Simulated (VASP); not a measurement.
A run of VASP 6.6.1:

File INCAR:

```
SYSTEM = SiC
PREC = Accurate
ENCUT = 520
EDIFF = 1E-7
ISMEAR = 0
SIGMA = 0.05
LREAL = .FALSE.
LASPH = .TRUE.
NELM = 60
ALGO = Normal
ISIF = 2
LWAVE = .FALSE.
LCHARG = .FALSE.
GGA = PE
NBANDS = 11
```

KPOINTS

```
regular mesh
0
G
  10 10 10
  0 0 0
```

The input POSCAR:

```
SiC
1.0
   -0.0328479614      2.1898640927      2.1898640927
    2.1570161313      0.0000000000      2.1570161313
    2.1898640927      2.1898640927     -0.0328479614
Si C
1 1
Direct
    0.0000000000      0.0000000000      0.0000000000
    0.7500000000      0.7500000000      0.7500000000
```

Potentials or basis: VASP PAW PBE potentials, release 64 (Si, C).

Launch:

```sh
$ cat potpaw_PBE.64/Si/POTCAR potpaw_PBE.64/C/POTCAR > POTCAR
$ mpirun -np 1 vasp_std > vasp.out
```

Hardware: 1 thread of Intel Xeon 8259CL, with other jobs on the host.

Question: How long does it take, and how much memory?

Answer: Run time: 32 s on 1 thread of Intel Xeon 8259CL (shared host), peak memory 0.16 GiB. Counts: scf iterations 13, k points 171.
